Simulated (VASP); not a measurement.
# Sb (Pm-3m) in VASP: further runs

Sb is run at these levels: BLYP; tasks: single point.

All numbers are computed with VASP 6.6.1; they aren't measurements. Logs are shortened: lines on timing, memory, paths and dates and some standing lists are left out, and cuts for length are marked.

## (1) The cell of the first run

The structure is cubic, space group Pm-3m (No. 221). Conventional cell: a = 3.146 Å, b = 3.146 Å, c = 3.146 Å, α = 90.00°, β = 90.00°, γ = 90.00°. Within 4.1 Å of Sb (site symmetry m-3m) lie 6 Sb at 3.15 Å.

## (2) Single point, BLYP (volume scaled by 0.96)

File INCAR:

```
SYSTEM = Sb
AGGAC = 1.0
AGGAX = 1.0
ALDAC = 0.0
ALDAX = 1.0
ALGO = Normal
EDIFF = 1E-6
ENCUT = 500
GGA = B5
GGA_COMPAT = .FALSE.
ISIF = 2
ISMEAR = -1
LASPH = .TRUE.
LCHARG = .FALSE.
LREAL = .FALSE.
LWAVE = .FALSE.
NBANDS = 8
NELM = 120
PREC = Accurate
SIGMA = 0.1
```

File KPOINTS:

```
k-points
0
G
  11 11 11
  0 0 0
```

File POSCAR:

```
Sb
1.0
    3.1460256110      0.0000000000      0.0000000000
    0.0000000000      3.1460256110      0.0000000000
    0.0000000000      0.0000000000      3.1460256110
Sb
1
Direct
    0.0000000000      0.0000000000      0.0000000000
```

Potentials or basis: VASP PAW PBE potentials, release 64 (Sb).

Run with:

```sh
$ cat potpaw_PBE.64/Sb/POTCAR > POTCAR
$ mpirun -np 1 vasp_std > vasp.out
```

OUTCAR:

```text
SYSTEM = Sb
   EDIFF = 1E-6
   ENCUT = 500
   GGA = B5
   ISIF = 2
   ISMEAR = -1
   LASPH = .TRUE.
   LREAL = .FALSE.
   NELM = 120
   PREC = Accurate

 ion  position               nearest neighbor table
   1  0.000  0.000  0.000-

  LATTYP: Found a simple cubic cell.
 ALAT       =     3.1460256110

  Lattice vectors:

 A1 = (   3.1460256110,   0.0000000000,   0.0000000000)
 A2 = (   0.0000000000,   3.1460256110,   0.0000000000)
 A3 = (   0.0000000000,   0.0000000000,   3.1460256110)

Analysis of symmetry for initial positions (statically):
=====================================================================
 Subroutine PRICEL returns:
 Original cell was already a primitive cell.

 Routine SETGRP: Setting up the symmetry group for a
 simple cubic supercell.

 Subroutine GETGRP returns: Found 48 space group operations
 (whereof 48 operations were pure point group operations)
 out of a pool of 48 trial point group operations.

The static configuration has the point symmetry O_h .

Analysis of symmetry for dynamics (positions and initial velocities):
=====================================================================
 Subroutine PRICEL returns:
 Original cell was already a primitive cell.

 Routine SETGRP: Setting up the symmetry group for a
 simple cubic supercell.

 Subroutine GETGRP returns: Found 48 space group operations
 (whereof 48 operations were pure point group operations)
 out of a pool of 48 trial point group operations.

The dynamic configuration has the point symmetry O_h .

 Subroutine INISYM returns: Found 48 space group operations
 (whereof 48 operations are pure point group operations),
 and found     1 'primitive' translations

----------------------------------------------------------------------------------------

                                     Primitive cell

  volume of cell :      31.1377

  direct lattice vectors                    reciprocal lattice vectors
     3.146025611  0.000000000  0.000000000     0.317861367  0.000000000  0.000000000
     0.000000000  3.146025611  0.000000000     0.000000000  0.317861367  0.000000000
     0.000000000  0.000000000  3.146025611     0.000000000  0.000000000  0.317861367

  length of vectors
     3.146025611  3.146025611  3.146025611     0.317861367  0.317861367  0.317861367

  position of ions in fractional coordinates (direct lattice)
     0.000000000  0.000000000  0.000000000

  ion indices of the primitive-cell ions
   primitive index   ion index
                 1           1

----------------------------------------------------------------------------------------

 KPOINTS: k-points

Automatic generation of k-mesh.
 Grid dimensions read from file:
 generate k-points for:   11   11   11

 Generating k-lattice:

  Cartesian coordinates                     Fractional coordinates (reciprocal lattice)
     0.028896488  0.000000000  0.000000000     0.090909091  0.000000000  0.000000000
     0.000000000  0.028896488  0.000000000     0.000000000  0.090909091  0.000000000
     0.000000000  0.000000000  0.028896488     0.000000000  0.000000000  0.090909091

  Length of vectors
     0.028896488  0.028896488  0.028896488

  Shift w.r.t. Gamma in fractional coordinates (k-lattice)
     0.000000000  0.000000000  0.000000000

 Subroutine IBZKPT returns following result:
 ===========================================

 Found     56 irreducible k-points:

 Following reciprocal coordinates:
            Coordinates               Weight
  0.000000  0.000000  0.000000      1.000000
  0.090909  0.000000  0.000000      6.000000
  0.181818  0.000000  0.000000      6.000000
  0.272727  0.000000  0.000000      6.000000
  0.363636  0.000000  0.000000      6.000000
  0.454545  0.000000  0.000000      6.000000
[... 16 lines left out ...]
  0.181818  0.090909  0.090909     24.000000
  0.272727  0.090909  0.090909     24.000000
 [... further k-points ...]
   k-points           NKPTS =     56   k-points in BZ     NKDIM =     56   number of bands    NBANDS=      8
   number of dos      NEDOS =    301   number of ions     NIONS =      1
   total plane-waves  NPLWV =  13824
   dimension x,y,z NGX =    24 NGY =   24 NGZ =   24
   dimension x,y,z NGXF=    48 NGYF=   48 NGZF=   48
   ions per type =               1
   NGX,Y,Z   is equivalent  to a cutoff of  12.68, 12.68, 12.68 a.u.
   NGXF,Y,Z  is equivalent  to a cutoff of  25.36, 25.36, 25.36 a.u.
 SYSTEM =  Sb
   PREC   = accura    normal or accurate (medium, high low for compatibility)
   ISTART =      0    job   : 0-new  1-cont  2-samecut
   ICHARG =      2    charge: 1-file 2-atom 10-const
   ISPIN  =      1    spin polarized calculation?
   LNONCOLLINEAR =      F non collinear calculations
   LSORBIT =      F    spin-orbit coupling
   LASPH  =      T    aspherical Exc in radial PAW
   ENCUT  =  500.0 eV  36.75 Ry    6.06 a.u.   5.74  5.74  5.74*2*pi/ulx,y,z
   NELM   =    120;   NELMIN=  2; NELMDL= -5     # of ELM steps
   EDIFF  = 0.1E-05   stopping-criterion for ELM
   LREAL  =      F    real-space projection
   EDIFFG = 0.1E-04   stopping-criterion for IOM
   NSW    =      0    number of steps for IOM
   IBRION =     -1    ionic relax: 0-MD 1-quasi-New 2-CG
   NFREE  =      0    steps in history (QN), initial steepest desc. (CG)
   ISIF   =      2    stress and relaxation
   ISYM   =      2    0-nonsym 1-usesym 2-fastsym
   POTIM  = 0.5000    time-step for ionic-motion
   TEBEG  =    0.0;   TEEND  =   0.0 temperature during run
   PSTRESS=    0.0 pullay stress
   NELECT =       5.0000    total number of electrons
   NUPDOWN=      -1.0000    fix difference up-down
   EMIN   =  10.00;   EMAX   =-10.00  energy-range for DOS
   EFERMI =   0.00;   METHOD = LEGACY
   ISMEAR =    -1;   SIGMA  =   0.10  broadening in eV -4-tet -1-fermi 0-gaus
   EFERMI_NEDOS =   21; number of points for ismear=-14 and -15
   IALGO  =     38    algorithm
   IMIX   =      4    mixing-type and parameters
     AMIX     =   0.40;   BMIX     =  1.00
     AMIX_MAG =   1.60;   BMIX_MAG =  1.00
  volume/ion in A,a.u.               =      31.14       210.13
  Fermi-wavevector in a.u.,A,eV,Ry     =   0.889821  1.681518 10.772837  0.791781
  Thomas-Fermi vector in A             =   2.011431
   LORBIT       =      0    0 simple, 1 ext, 2 COOP (PROOUT), +10 PAW based schemes
   GGA     = B5    functional components
   LHFCALC =     F    Hartree Fock is set to
   AEXX    =    0.0000 exact exchange contribution
   IVDW    =     0    specifies the selected vdW correction
   LEPSILON=     F    determine dielectric tensor
   LRPA    =     F    only Hartree local field effects (RPA)
 non-spin polarized calculation
  energy-cutoff  :      500.00
  volume of cell :       31.14
 maximum number of plane-waves:       812
 NGX is ok and might be reduce to    24
   NGX = 11   NGY = 11   NGZ = 11

 number of electron       5.0000001 magnetization

 Free energy of the ion-electron system (eV)
  ---------------------------------------------------
  ext. energy  EPLUGINS =         0.00000000
  ---------------------------------------------------
  free energy    TOTEN  =        -3.32148592 eV

  energy without entropy =       -3.29840104  energy(sigma->0) =       -3.30994348

 E-fermi :   7.0064     XC(G=0):  -8.7702

 val. band max:        6.9099304011   @ k =   0.1818   0.0909   0.0000
 cond. band min:       7.0159533340   @ k =   0.1818   0.0909   0.0909
 fundamental gap:      0.1060229329
 Fermi energy:         7.0064437456

 k-point     1 :       0.0000    0.0000    0.0000
  band No.  band energies     occupation
      1      -4.9961      2.00000
      2      10.1776      0.00000
      3      10.1776      0.00000
      4      10.1776      0.00000
      5      14.1403      0.00000
      6      14.1403      0.00000
      7      15.5054      0.00000
      8      24.5402      0.00000

 k-point     2 :       0.0909    0.0000    0.0000
  band No.  band energies     occupation
      1      -4.8831      2.00000
      2       8.9172      0.00000
      3      10.2869      0.00000
      4      10.2869      0.00000
      5      14.2318      0.00000
      6      14.8493      0.00000
      7      16.3210      0.00000
      8      23.5514      0.00000

 k-point     3 :       0.1818    0.0000    0.0000
  band No.  band energies     occupation
      1      -4.5503      2.00000
      2       6.8038      1.76711
      3      10.6001      0.00000
      4      10.6001      0.00000
      5      14.5028      0.00000
      6      15.3575      0.00000
      7      18.6834      0.00000
      8      22.0189      0.00000

 k-point     4 :       0.2727    0.0000    0.0000
  band No.  band energies     occupation
      1      -4.0248      2.00000
      2       4.7786      2.00000
      3      11.0667      0.00000
      4      11.0667      0.00000
      5      14.9388      0.00000
      6      15.9091      0.00000
      7      20.5511      0.00000
      8      20.5511      0.00000

 k-point     5 :       0.3636    0.0000    0.0000
  band No.  band energies     occupation
      1      -3.3862      2.00000
      2       3.0962      2.00000
      3      11.5786      0.00000
      4      11.5786      0.00000
      5      15.4916      0.00000
      6      16.6491      0.00000
      7      19.3459      0.00000
      8      19.3459      0.00000
[... 177 lines left out ...]
 k-point    22 :       0.0909    0.0909    0.0909
  band No.  band energies     occupation
      1      -4.6568      2.00000
      2       9.0515      0.00000
      3       9.0515      0.00000
      4       9.3167      0.00000
      5      15.7983      0.00000
      6      15.7983      0.00000
      7      16.9678      0.00000
      8      22.2300      0.00000

 k-point    23 :       0.1818    0.0909    0.0909
  band No.  band energies     occupation
      1      -4.3238      2.00000
      2       7.0160      0.95249
      3       9.3611      0.00000
      4       9.5667      0.00000
      5      16.0636      0.00000
      6      16.6831      0.00000
      7      18.6960      0.00000
      8      20.4542      0.00000

 k-point    24 :       0.2727    0.0909    0.0909
  band No.  band energies     occupation
      1      -3.7977      2.00000
      2       4.9941      2.00000
      3       9.8277      0.00000
      4      10.0609      0.00000
      5      16.4734      0.00000
      6      16.9494      0.00000
      7      18.8423      0.00000
      8      19.1519      0.00000

 [... further k-points ...]
[... 5 lines left out ...]
  --------------------------------------------------------------------------------------
  -------------------------------------------------------------------------------------
  Total        0.5399948      0.5399948      0.5399948     -0.0000000     -0.0000000      0.0000000
  in kB       27.7851932     27.7851932     27.7851932     -0.0000000     -0.0000000      0.0000000
  external PRESSURE =      27.7851932 kB  Pullay stress =       0.0000000 kB

 VOLUME and BASIS-vectors are now :
 -----------------------------------------------------------------------------
  energy-cutoff  :      500.00
  volume of cell :       31.14
      direct lattice vectors                 reciprocal lattice vectors
     3.146025611  0.000000000  0.000000000     0.317861367  0.000000000  0.000000000
     0.000000000  3.146025611  0.000000000     0.000000000  0.317861367  0.000000000
     0.000000000  0.000000000  3.146025611     0.000000000  0.000000000  0.317861367

 POSITION                                       TOTAL-FORCE (eV/Angst)
 -----------------------------------------------------------------------------------
      0.00000      0.00000      0.00000         0.000000      0.000000      0.000000
 -----------------------------------------------------------------------------------
    total drift:                               -0.000000      0.000000      0.000000

  FREE ENERGIE OF THE ION-ELECTRON SYSTEM (eV)
  ---------------------------------------------------
  free  energy   TOTEN  =        -3.3214859234 eV

  energy  without entropy=       -3.2984010412  energy(sigma->0) =       -3.30994348
```

It took 16 s on 1 thread of Intel Xeon Platinum 8488C (Sapphire Rapids), shared host; peak memory 0.14 GiB.

What came out:

```yaml
Free_energy: -3.3215 eV
Pressure: 2.8 GPa
```

Caveat: the cell differs from its parent crystal (volume scaled by 0.96); the PAW data sets were made with another functional, which shifts forces and pressure a little; spin-orbit coupling is left out, which moves the levels of the heavy elements.

## (3) Single point, BLYP

This run uses another cell than the first one, of 32.44 Å³/atom, 1.042 times its volume.

File INCAR:

```
SYSTEM = Sb
AGGAC    = 1.0          
AGGAX    = 1.0          
ALDAC    = 0.0          
ALDAX    = 1.0          
ALGO     = Normal         ! electronic algorithm
EDIFF    = 1E-6           ! SCF threshold, eV
ENCUT    = 500            ! plane-wave cutoff, eV
GGA      = B5             ! functional
GGA_COMPAT= .False.      
ISIF     = 2              ! what is computed and relaxed
ISMEAR   = -1             ! smearing method
LASPH    = .True.         ! aspherical terms in the spheres
LCHARG   = .False.        ! write CHGCAR
LREAL    = .False.        ! projectors in reciprocal space
LWAVE    = .False.        ! write WAVECAR
NBANDS   = 8              ! bands
NELM     = 120            ! most SCF steps
PREC     = Accurate       ! precision mode
SIGMA    = 0.1            ! smearing width, eV
```

File KPOINTS:

```
k-points
0
Gamma
  11 11 11
  0 0 0
```

File POSCAR:

```
Sb
1.0
    3.1891272082      0.0000000000      0.0000000000
    0.0000000000      3.1891272082      0.0000000000
    0.0000000000      0.0000000000      3.1891272082
Sb
1
Direct
    0.0000000000      0.0000000000      0.0000000000
```

Potentials or basis: VASP PAW PBE potentials, release 64 (Sb).

Run with:

```sh
$ cat potpaw_PBE.64/Sb/POTCAR > POTCAR
$ mpirun -np 1 vasp_std > vasp.out
```

It took 13 s on 1 thread of Intel Xeon Platinum 8488C (Sapphire Rapids), shared host; peak memory 0.14 GiB.

The run converged. Its results:

| Quantity | Value |
| --- | --- |
| Free energy | -3.3353 eV |
| Pressure | 0.7 GPa |

Levels at points of the mesh, in eV from the Fermi level:
```csv
k point,band 1,band 2,band 3,band 4,band 5,band 6,band 7
"(0.00, 0.00, 0.00)",-11.72,3.05,3.05,3.05,7.09,7.09,8.24
```

Caveat: the PAW data sets were made with another functional, which shifts forces and pressure a little; spin-orbit coupling is left out, which moves the levels of the heavy elements.

## (4) Single point, BLYP (volume scaled by 1.08)

File INCAR:

```
SYSTEM = Sb
PREC = Accurate ; ENCUT = 500
EDIFF = 1E-6 ; ISMEAR = -1
SIGMA = 0.1 ; LREAL = .FALSE.
LASPH = .TRUE. ; NELM = 120
ALGO = Normal ; ISIF = 2
LWAVE = .FALSE. ; LCHARG = .FALSE.
GGA = B5 ; ALDAX = 1.0
AGGAX = 1.0 ; AGGAC = 1.0
ALDAC = 0.0 ; NBANDS = 8
GGA_COMPAT = .FALSE.
```

File KPOINTS:

```
regular mesh
0
G
  11 11 11
  0 0 0
```

File POSCAR:

```
Sb
1.0
    3.2719984901      0.0000000000      0.0000000000
    0.0000000000      3.2719984901      0.0000000000
    0.0000000000      0.0000000000      3.2719984901
Sb
1
Direct
    0.0000000000      0.0000000000      0.0000000000
```

Run with:

```sh
$ cat potpaw_PBE.64/Sb/POTCAR > POTCAR
$ mpirun -np 1 vasp_std > vasp.out
```

Run time: 10 s. Hardware: 1 thread of Intel Xeon Platinum 8488C (Sapphire Rapids), shared host; peak memory 0.13 GiB.

Results (log left out):

- Free energy: -3.3205 eV
- Pressure: -2.3 GPa

Levels at points of the mesh, in eV from the Fermi level:
| k point | band 1 | band 2 | band 3 | band 4 | band 5 |
| --- | --- | --- | --- | --- | --- |
| (0.00, 0.00, 0.00) | -11.24 | 2.84 | 2.84 | 2.84 | 7.00 |

Caveat: the cell differs from its parent crystal (volume scaled by 1.08); the PAW data sets were made with another functional, which shifts forces and pressure a little; spin-orbit coupling is left out, which moves the levels of the heavy elements.

## (5) Single point, BLYP (volume scaled by 1.12)

File INCAR:

```
SYSTEM = Sb
  PREC = Accurate
  ENCUT = 500
  EDIFF = 1E-6
  ISMEAR = -1
  SIGMA = 0.1
  LREAL = .FALSE.
  LASPH = .TRUE.
  NELM = 120
  ALGO = Normal
  ISIF = 2
  LWAVE = .FALSE.
  LCHARG = .TRUE.
  GGA = B5
  ALDAX = 1.0
  AGGAX = 1.0
  AGGAC = 1.0
  ALDAC = 0.0
  LELF = .TRUE.
  LVHAR = .TRUE.
  NBANDS = 8
  GGA_COMPAT = .FALSE.
```

File KPOINTS:

```
Automatic mesh
0
G
  11 11 11
  0 0 0
```

File POSCAR:

```
Sb
1.0
    3.3119048437      0.0000000000      0.0000000000
    0.0000000000      3.3119048437      0.0000000000
    0.0000000000      0.0000000000      3.3119048437
Sb
1
Direct
    0.0000000000      0.0000000000      0.0000000000
```

Run with:

```sh
$ cat potpaw_PBE.64/Sb/POTCAR > POTCAR
$ mpirun -np 1 vasp_std > vasp.out
```

It took 13 s on 1 thread of Intel Xeon Platinum 8488C (Sapphire Rapids), shared host; peak memory 0.14 GiB.

It converged, with:

| Item | Value |
| --- | --- |
| Free energy | -3.2975 eV |
| Pressure | -3.4 GPa |

Levels at points of the mesh, in eV from the Fermi level:
| k point | band 1 | band 2 | band 3 | band 4 | band 5 | band 6 | band 7 |
| --- | --- | --- | --- | --- | --- | --- | --- |
| (0.00, 0.00, 0.00) | -11.03 | 2.73 | 2.73 | 2.73 | 6.96 | 6.96 | 7.57 |

Caveat: the cell differs from its parent crystal (volume scaled by 1.12); the PAW data sets were made with another functional, which shifts forces and pressure a little; spin-orbit coupling is left out, which moves the levels of the heavy elements.

## (6) Summary

```csv
cell,gap on the mesh (eV),pressure (GPa)
"a = 3.146 Å, 1 atom",none,2.8
"a = 3.189 Å, 1 atom",none,0.7
"a = 3.272 Å, 1 atom",none,-2.3
"a = 3.312 Å, 1 atom",none,-3.4
```

Alike in all rows: task single point; level BLYP; potentials or basis VASP PAW PBE potentials, release 64 (Sb); no spin polarisation; k mesh 11 × 11 × 11; cutoff (eV) 500; smearing fermi-dirac 0.1 eV.

Caveats: the PAW data sets were made with another functional, which shifts forces and pressure a little; spin-orbit coupling is left out, which moves the levels of the heavy elements.

Absolute energies hang on the potentials; compare differences alone.
